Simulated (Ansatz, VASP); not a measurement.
## ZrS2: VASP beside Ansatz

File INCAR:

```
  ALGO = Normal
  DIPOL = 0.5 0.5 0.500
  EDIFF = 1E-7
  EDIFFG = -0.01
  ENCUT = 450
  GGA = PE
  GGA_COMPAT = F
  IBRION = 2
  IDIPOL = 3
  ISIF = 2
  ISMEAR = 0
  IVDW = 12
  LASPH = T
  LCHARG = F
  LDIPOL = T
  LREAL = F
  LWAVE = F
  NELM = 120
  NELMDL = -8
  NELMIN = 4
  NSW = 60
  PREC = Accurate
  SIGMA = 0.02
```

KPOINTS

```
k-points
0
Gamma
  9 9 1
```

The input POSCAR:

```
ZrS2
1.0
    3.9039680059      0.0000000000      0.0000000000
   -1.9519840030      3.3809354687      0.0000000000
    0.0000000000      0.0000000000     31.8415096473
S Zr
2 1
Direct
    0.6666666667      0.3333333333      0.4541937806
    0.3333333333      0.6666666667      0.5458062194
    0.0000000000      0.0000000000      0.5000000000
```

Input for Ansatz:

```yaml
crystal:
  lattice:
    - [3.9039680059, 0.0, 0.0]
    - [-1.951984003, 3.3809354687, 0.0]
    - [0.0, 0.0, 31.8415096473]
  atoms:
    - { symbol: S, position: [0.6666666667, 0.3333333333, 0.4541937806] }
    - { symbol: Zr, position: [0.0, 0.0, 0.5] }
    - { symbol: S, position: [0.3333333333, 0.6666666667, 0.5458062194] }
  periodic: [true, true, false]
basis:
  ecutwfc: 420
kpoints:
  mp_grid: { grid: [9, 9, 1] }
  band_path:
    path:
      - [0, 0, 0]
      - [0.5, 0, 0]
      - [0.333333333333, 0.333333333333, 0]
      - [0, 0, 0]
    npoints: 8
hamiltonian:
  xc: pbe
  dispersion: d3bj
scf:
  occupations: { method: gaussian, width: 0.02 }
output:
  forces: true
  stress: true
  eigenvalues: true
relax:
  adjacent_minimum: "off"
  f_tol: 0.01
  max_steps: 40
```

Change from the starting cell: biaxial strain +0.070, atoms relaxed.

Alike in both runs: task relaxation of the atoms; functional PBE; dispersion D3(BJ); k mesh 9 × 9 × 1; occupations gaussian, width 0.02 eV; no spin polarisation.

|  | VASP | Ansatz |
| --- | --- | --- |
| version | VASP 6.6.1 | Ansatz 0.2.0 |
| potentials or method | VASP PAW PBE potentials, release 64 (S, Zr_sv), cutoff 450 eV | scalar-relativistic, plane waves, PAW |
| valence electrons in the cell | 24 | 24 |

|  | VASP | Ansatz | Ansatz less VASP |
| --- | --- | --- | --- |
| gap on the k mesh at the Fermi level, each at its own relaxed structure (eV) | 1.63 | 1.63 | -0.005 |

Ansatz's warnings: stress scf threshold loose.
